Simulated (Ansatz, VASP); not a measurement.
## Sb in VASP and in Ansatz

```
CELL_PARAMETERS angstrom
0.00000 2.39431 2.39431
2.39431 0.00000 2.39431
2.39431 2.39431 0.00000
ATOMIC_POSITIONS crystal
Sb 0.00000 0.00000 0.00000
```

Alike in both runs: functional PBE; k mesh 6 × 6 × 6; occupations gaussian, width 0.1 eV; no spin polarisation.

Ansatz relaxed the structure, and its values are those at the end. VASP's run is a single point on that final structure, the one shown.

```csv
,VASP,Ansatz
version,VASP 6.6.1,Ansatz 0.2.0
potentials or method,"VASP PAW PBE potentials, release 64 (Sb), cutoff 520 eV","scalar-relativistic, plane waves, PAW"
valence electrons in the cell,5,15
```

|  | VASP | Ansatz | Ansatz less VASP |
| --- | --- | --- | --- |
| gap on the k mesh at the Fermi level (eV) | none | none | - |
| pressure (GPa) | 0.0 | 0.1 | +0.14 |

A gap of «none» marks a metal or a gap that the smearing closes. VASP's potentials hold 5 valence electrons a cell and Ansatz's 15, so a difference there can come from the potentials and not from the codes.

The k mesh is coarse, so the values compare programs but aren't converged. Neither program's run includes spin-orbit coupling.
